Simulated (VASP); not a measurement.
Crystal: PbS.

```xyz
2
Lattice="0.0000 3.0066 3.0066 3.0066 0.0000 3.0066 3.0066 3.0066 0.0000" Properties=species:S:1:pos:R:3 pbc="T T T"
Pb    0.0000    0.0000    0.0000
S     3.0066    3.0066    3.0066
```

```yaml
Program: VASP 6.6.1
Task: relaxation of cell and atoms
Functional: r2SCAN
Potentials_or_basis: VASP PAW PBE potentials, release 64 (Pb_d, S)
Cutoff: 600 eV
k_mesh: 5 × 5 × 5
Occupations: fermi-dirac, width 0.1 eV
Spin: no spin polarisation
```

At the start: pressure -1.2 GPa; volume 27.18 Å³/atom.

**Question.** Where does the relaxation end?

**Answer.** Over 3 steps the energy falls by 2.1 meV/atom and the volume is 26.62 Å³/atom (-2.1 %); space group Fm-3m (No. 225, to 0.05 Å).

The path:
```csv
step,energy change (eV),largest force (eV/Å),pressure (GPa),volume (Å³)
1,0.0000,0.0000,-1.16,54.36
2,-0.0036,0.0000,0.48,52.83
3,-0.0042,0.0000,0.03,53.23
```

Final structure:
```
Pb S
1.0
     0.00000    2.98571    2.98571
     2.98571    0.00000    2.98571
     2.98571    2.98571    0.00000
Pb S
1 1
Cartesian
  0.0000 0.0000 0.0000
  2.9857 2.9857 2.9857
```

Caveat: the PAW data sets were made with another functional, which shifts forces and pressure a little.
